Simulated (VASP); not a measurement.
Pt:

```
Pt
1.0
     4.40203    0.00000    0.00000
    -2.20101    3.81227    0.00000
     0.00000    0.00000    2.69844
Pt
3
Direct
  0.00000 0.00000 0.00000
  0.33333 0.66667 0.50000
  0.66667 0.33333 0.50000
```

This isn't the form of Pt at room conditions, which is fcc.

```yaml
Program: VASP 6.6.1
Task: relaxation of cell and atoms
Functional: PBE
Potentials_or_basis: VASP PAW PBE potentials, release 64 (Pt)
Cutoff: 600 eV
k_mesh: 8 × 8 × 12
Occupations: fermi-dirac, width 0.1 eV
Spin: no spin polarisation
```

At the start: pressure 16.6 GPa; volume 15.09 Å³/atom.

Task: Where does the relaxation end?

Result: Over 9 steps the energy falls by 53.5 meV/atom and the volume is 16.01 Å³/atom (+6.1 %); space group P6/mmm (No. 191, to 0.1 Å) before and after.

Step by step:
```tsv
step	energy change (eV)	largest force (eV/Å)	pressure (GPa)	volume (Å³)
1	0.0000	0.0000	16.56	45.28
2	0.5764	0.0000	-23.73	56.26
3	-0.1533	0.0000	-1.62	48.38
4	-0.1540	0.0000	-0.79	48.21
5	-0.1540	0.0000	-0.50	48.15
6	-0.1595	0.0000	0.59	47.91
7	-0.1605	0.0000	0.25	47.98
8	-0.1604	0.0000	-0.40	48.11
9	-0.1605	0.0000	0.01	48.03
```

Final structure:
```
Pt
1.0
     4.53089    0.00000    0.00000
    -2.26545    3.92387    0.00000
     0.00000    0.00000    2.70138
Pt
3
Direct
  0.00000 0.00000 0.00000
  0.33333 0.66667 0.50000
  0.66667 0.33333 0.50000
```
